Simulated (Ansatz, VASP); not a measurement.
## V: VASP beside Ansatz

```
CELL_PARAMETERS angstrom
-1.46725 1.46725 1.46725
1.46725 -1.46725 1.46725
1.46725 1.46725 -1.46725
ATOMIC_POSITIONS crystal
V 0.00000 0.00000 0.00000
```

Alike in both runs: task single point; functional PBE; k mesh 6 × 6 × 6; occupations gaussian, width 0.1 eV; collinear spin.

|  | VASP | Ansatz |
| --- | --- | --- |
| version | VASP 6.6.1 | Ansatz 0.2.0 |
| potentials or method | VASP PAW PBE potentials, release 64 (V_sv), cutoff 500 eV | scalar-relativistic, plane waves, PAW |
| valence electrons in the cell | 13 | 13 |

```csv
,VASP,Ansatz,Ansatz less VASP
gap on the k mesh at the Fermi level (eV),none,none,-
pressure (GPa),14.7,14.6,-0.18
net moment per atom (μB),0.59,0.59,0.000
size of the moment on the site where the two differ most (μB),0.47,0.43,-0.043
```

Site moments also hang on the region over which each program counts them. A gap of «none» marks a metal or a gap that the smearing closes. The functional is the same, so the differences come from potentials, cutoffs and numerics.

The k mesh is coarse, so the values compare programs but aren't converged.
